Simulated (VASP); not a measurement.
Input of a VASP 6.6.1 run:

Contents of INCAR:

```
ALGO = Normal ; EDIFF = 1E-6
ENCUT = 520 ; GGA = CA
ISIF = 2 ; ISMEAR = -1
LASPH = T ; LCHARG = F
LREAL = F ; LWAVE = F
NBANDS = 22 ; NELM = 80
PREC = Accurate ; SIGMA = 0.1
```

KPOINTS

```
k-points
0
Gamma
  11 11 15
```

The input POSCAR:

```
Ni
1.0
    3.7810375928      0.0000000000      0.0000000000
   -1.8905187964      3.2744746080      0.0000000000
    0.0000000000      0.0000000000      2.2722190475
Ni
3
Direct
    1.0000000000      0.0000000000      0.0000000000
    0.3333333333      0.6666666667      0.5000000000
    0.6666666667      0.3333333333      0.5000000000
```

Potentials or basis: VASP PAW LDA potentials, release 64 (Ni).

Run with:

```bash
$ cat potpaw_LDA.64/Ni/POTCAR > POTCAR
$ mpirun -np 1 vasp_std > vasp.out
```

(1) Estimate the band gap on the k mesh.

(2) Predict the pressure.

## Answers

(1) zero (bands 15 and 16 overlap by 0.70 eV).

(2) 24.6 GPa.

Caveat: the cell stands under pressure; the run has no spin polarisation, though such a crystal can be magnetic.
